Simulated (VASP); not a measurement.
## GaP: single point with PBE

The system is GaP.

```
CELL_PARAMETERS angstrom
0.00000 2.75254 2.82135
2.75254 0.00000 2.82135
2.75254 2.75254 0.00000
ATOMIC_POSITIONS crystal
Ga 0.00000 0.00000 0.00000
P 0.75000 0.75000 0.75000
```

This cell differs from its parent crystal: strain +0.000 along x and y, +0.025 along z.

* Program: VASP 6.6.1
* Task: single point
* Functional: PBE
* Potentials or basis: VASP PAW PBE potentials, release 64 (Ga_d, P)
* Cutoff: 520 eV
* k mesh: 8 × 8 × 8
* Occupations: gaussian, width 0.05 eV
* Spin: no spin polarisation

The pressure is -1.8 GPa and the band gap on the k mesh is 1.33 eV, direct.

Stress tensor (GPa, compression positive):
```
-1.20  0.00  0.00
 0.00 -1.20  0.00
 0.00  0.00 -3.06
```

Levels at points of the mesh, in eV from the valence-band top:
| k point | band 6 | band 7 | band 8 | band 9 | band 10 | band 11 | band 12 | band 13 |
| --- | --- | --- | --- | --- | --- | --- | --- | --- |
| (0.00, 0.00, 0.00) | -12.14 | -0.14 | 0.00 | 0.00 | 1.33 | 3.84 | 3.84 | 3.89 |
| (0.50, 0.00, 0.00) | -10.25 | -6.38 | -1.18 | -0.99 | 1.45 | 4.61 | 4.77 | 8.13 |
| (0.50, 0.50, 0.00) | -9.49 | -6.65 | -2.43 | -2.43 | 1.83 | 1.97 | 10.14 | 10.14 |
| (0.50, 0.00, 0.50) | -9.39 | -6.50 | -2.60 | -2.59 | 1.67 | 1.74 | 10.09 | 10.11 |

Run time: 52 s on 1 thread of AMD EPYC 7R43 64-Core Processor (Zen 3) (shared host), peak memory 0.15 GiB.

Caveat: the cell differs from its parent crystal (strain +0.000 along x and y, +0.025 along z). A k mesh can miss the band edges.
